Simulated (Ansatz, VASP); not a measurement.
## Hf: VASP beside Ansatz

```
CELL_PARAMETERS angstrom
3.19670 0.00000 0.00000
-1.59835 2.76842 0.00000
0.00000 0.00000 5.15896
ATOMIC_POSITIONS crystal
Hf 0.33333 0.66667 0.25000
Hf 0.66667 0.33333 0.75000
```

Change from the starting cell: zz strain of +2 %.

Alike in both runs: task single point; functional PBEsol; k mesh 13 × 13 × 7; occupations fermi-dirac, width 0.05 eV; no spin polarisation.

```csv
,VASP,Ansatz
version,VASP 6.6.1,Ansatz 0.2.0
potentials or method,"VASP PAW PBE potentials, release 64 (Hf_pv), cutoff 520 eV","all-electron LAPW, scalar-relativistic"
```

|  | VASP | Ansatz | Ansatz less VASP |
| --- | --- | --- | --- |
| pressure (GPa) | -6.1 | -5.7 | +0.40 |
| traceless stress, the component that is largest in VASP (GPa) | -1.75 | -1.69 | +0.059 |

VASP's potentials were made for PBE, not for PBEsol. Ansatz ran all-electron here, and VASP with PAW potentials.

Neither program's run includes spin-orbit coupling.
